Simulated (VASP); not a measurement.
MnO: single point with LDA

Crystal: MnO.

```
CELL_PARAMETERS angstrom
0.00000 2.22391 2.22391
2.22391 0.00000 2.22391
2.22391 2.22391 0.00000
ATOMIC_POSITIONS crystal
Mn 0.00000 0.00000 0.00000
O 0.50000 0.50000 0.50000
```

```
Program             : VASP 6.6.1
Task                : single point
Functional          : LDA
Potentials or basis : VASP PAW LDA potentials, release 64 (Mn_pv, O)
Cutoff              : 520 eV
k mesh              : 10 × 10 × 10
Occupations         : fermi-dirac, width 0.05 eV
Spin                : collinear spin, ferromagnetic start
Starting moments    : [4.0, 0.0] μB
```

```json
{
  "Pressure": "-17.7 GPa",
  "Net moment": "4.52 μB per cell",
  "Site moments": "Mn +4.11; O +0.18 μB",
  "Valence electrons inside the program's atomic spheres": "Mn 11.38; O 4.92"
}
```

Levels at points of the mesh, in eV from the Fermi level:
Spin up:
| k point | band 8 | band 9 | band 10 | band 11 | band 12 | band 13 | band 14 | band 15 | band 16 | band 17 |
| --- | --- | --- | --- | --- | --- | --- | --- | --- | --- | --- |
| (0.00, 0.00, 0.00) | -2.98 | -2.98 | -2.98 | -2.49 | -2.49 | -0.38 | 14.01 | 16.29 | 16.29 | 16.29 |
| (0.50, 0.00, 0.00) | -2.07 | -2.07 | -1.67 | 0.33 | 0.33 | 3.52 | 7.72 | 11.81 | 11.81 | 18.51 |
| (0.50, 0.50, 0.00) | -4.01 | -2.05 | -1.78 | -1.78 | -1.68 | 5.04 | 7.78 | 10.46 | 13.57 | 13.57 |
Spin down:
```
           k point  band 5  band 6  band 7  band 8  band 9  band 10
(0.00, 0.00, 0.00)   -3.41   -3.41   -3.41    0.34    0.34     0.34
(0.50, 0.00, 0.00)   -7.48   -4.96   -4.96    1.55    1.56     1.56
(0.50, 0.50, 0.00)   -6.47   -4.39   -4.39   -1.20    1.57     1.81
```

It took 13 s on 1 thread of Intel(R) Xeon(R) 6975P-C (Granite Rapids), on a shared host, peak memory 0.15 GiB.

Caveat: the cell stands under tension; a cell with one magnetic atom can't hold antiferromagnetic order, which such compounds often take; semilocal functionals often make such compounds metallic where correlation or magnetic order opens a gap, which also shifts bond lengths. With open d or f shells a metallic result of LDA can be an artefact of self-interaction; +U or a hybrid may open a gap.
